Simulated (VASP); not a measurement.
Hg:

```
Hg
1.0
     5.69371    0.00000    0.00000
     0.00000    5.69371    0.00000
     0.00000    0.00000    5.69371
Hg
8
Direct
  0.00000 0.00000 0.00000
  0.50000 0.50000 0.50000
  0.25000 0.00000 0.50000
  0.75000 0.00000 0.50000
  0.50000 0.25000 0.00000
  0.50000 0.75000 0.00000
  0.00000 0.50000 0.25000
  0.00000 0.50000 0.75000
```

| Quantity | Value |
| --- | --- |
| Program | VASP 6.6.1 |
| Task | relaxation of cell and atoms |
| Functional | BLYP |
| Potentials or basis | VASP PAW PBE potentials, release 64 (Hg) |
| Cutoff | 600 eV |
| k mesh | 5 × 5 × 5 |
| Occupations | fermi-dirac, width 0.1 eV |
| Spin | no spin polarisation |

At the start: pressure 14.4 GPa; volume 23.07 Å³/atom.

Problem. How do energy, volume and symmetry change on relaxing?

Solution. Over 6 steps the energy falls by 495.7 meV/atom and the volume is 49.89 Å³/atom (+116.2 %); space group Pm-3n (No. 223, to 0.1 Å) before and after.

Step by step:
```
step  energy change (eV)  largest force (eV/Å)  pressure (GPa)  volume (Å³)
   1              0.0000                0.0000           14.36       184.58
   2             -2.8847                0.0000            3.60       245.50
   3             -3.4543                0.0000            1.79       280.52
   4             -3.9265                0.0000            0.34       360.26
   5             -3.9631                0.0000            0.08       388.55
   6             -3.9660                0.0000            0.00       399.12
```

Final structure:
```yaml
crystal:
  lattice:
    - [7.36264, 0.00000, 0.00000]
    - [0.00000, 7.36264, 0.00000]
    - [0.00000, 0.00000, 7.36264]
  atoms:
    - { symbol: Hg, position: [0.00000, 0.00000, 0.00000] }
    - { symbol: Hg, position: [0.50000, 0.50000, 0.50000] }
    - { symbol: Hg, position: [0.25000, 0.00000, 0.50000] }
    - { symbol: Hg, position: [0.75000, 0.00000, 0.50000] }
    - { symbol: Hg, position: [0.50000, 0.25000, 0.00000] }
    - { symbol: Hg, position: [0.50000, 0.75000, 0.00000] }
    - { symbol: Hg, position: [0.00000, 0.50000, 0.25000] }
    - { symbol: Hg, position: [0.00000, 0.50000, 0.75000] }
```

Caveat: the volume moved by over 15 % at a fixed basis, so the end points are rough; the PAW data sets were made with another functional, which shifts forces and pressure a little.
